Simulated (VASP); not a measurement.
Write the native input for VASP 6.6.1 that does the following.

```yaml
Task: single point
Functional: r2SCAN
Potentials_or_basis: VASP PAW PBE potentials, release 64 (Cd, Se)
Cutoff: 520 eV
k_mesh: 8 × 8 × 8
Occupations: gaussian, width 0.01 eV
Spin: no spin polarisation
Dipole_correction: no
Further_INCAR_settings: ALGO = Normal; EDIFF = 1e-06; NBANDS = 16
```

Crystal: CdSe.

```
Cd Se
1.0
     0.00000    3.06778    3.06778
     3.06778    0.00000    3.06778
     3.06778    3.06778    0.00000
Cd Se
1 1
Direct
  0.00000 0.00000 0.00000
  0.25000 0.25000 0.25000
```

One way to write it, as run:

POSCAR

```
CdSe
1.0
    0.0000000000      3.0677809654      3.0677809654
    3.0677809654      0.0000000000      3.0677809654
    3.0677809654      3.0677809654      0.0000000000
Cd Se
1 1
Direct
    0.0000000000      0.0000000000      0.0000000000
    0.2500000000      0.2500000000      0.2500000000
```

INCAR.step1

```
SYSTEM = CdSe
PREC = Accurate
ENCUT = 520
ISMEAR = 0
SIGMA = 0.01
LREAL = .FALSE.
LASPH = .TRUE.
NELM = 100
NBANDS = 16
GGA = PE
ALGO = Normal
EDIFF = 1E-4
LWAVE = .TRUE.
LCHARG = .FALSE.
```

INCAR.step2

```
SYSTEM = CdSe
PREC = Accurate
ENCUT = 520
EDIFF = 1E-6
ISMEAR = 0
SIGMA = 0.01
LREAL = .FALSE.
LASPH = .TRUE.
NELM = 100
ALGO = Normal
ISIF = 2
LWAVE = .FALSE.
LCHARG = .FALSE.
METAGGA = R2SCAN
LMIXTAU = .TRUE.
NBANDS = 16
ISTART = 1
```

KPOINTS

```
Automatic mesh
0
G
  8 8 8
  0 0 0
```

Potentials or basis: VASP PAW PBE potentials, release 64 (Cd, Se).

Command:

```sh
$ cat potpaw_PBE.64/Cd/POTCAR potpaw_PBE.64/Se/POTCAR > POTCAR
$ cp INCAR.step1 INCAR
$ mpirun -np 1 vasp_std > vasp.out
$ cp INCAR.step2 INCAR
$ mpirun -np 1 vasp_std > vasp.out
```

Results of the run:

```yaml
Pressure: 0.2 GPa
Band_gap_on_the_k_mesh: 1.03 eV, direct
```

Caveat: the PAW data sets were made with another functional, which shifts forces and pressure a little.

It took 110 s on 1 thread of AMD EPYC 7R43 64-Core Processor (Zen 3), with other jobs on the host, peak memory 0.16 GiB.
